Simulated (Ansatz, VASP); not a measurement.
# Tl3Ge2H: VASP beside Ansatz

```
Tl Ge H
1.0
     7.70291    0.00000    0.00000
    -3.85146    6.67092    0.00000
     0.00000    0.00000    3.82894
Tl Ge H
3 2 1
Direct
  0.00000 0.50000 0.00000
  0.50000 0.00000 0.00000
  0.50000 0.50000 0.00000
  0.33333 0.66667 0.50000
  0.66667 0.33333 0.50000
  0.00000 0.00000 0.50000
```

Change from the starting cell: species swapped into the TmB2Rh3 type (P6/mmm, No. 191).

Alike in both runs: functional PBE; k mesh 6 × 6 × 10; occupations gaussian, width 0.1 eV; no spin polarisation.

Ansatz relaxed the structure, and its values are those at the end. VASP's run is a single point on that final structure, the one shown.

|  | VASP | Ansatz |
| --- | --- | --- |
| version | VASP 6.6.1 | Ansatz 0.2.0 |
| potentials or method | VASP PAW PBE potentials, release 64 (Tl_d, Ge_d, H), cutoff 520 eV | scalar-relativistic, plane waves, PAW |
| valence electrons in the cell | 68 | 68 |

```tsv
	VASP	Ansatz	Ansatz less VASP
gap on the k mesh at the Fermi level (eV)	none	none	-
pressure (GPa)	0.0	0.0	+0.03
```

A gap of «none» marks a metal or a gap that the smearing closes. The functional is the same, so the differences come from potentials, cutoffs and numerics.

Spin-orbit coupling is off throughout.
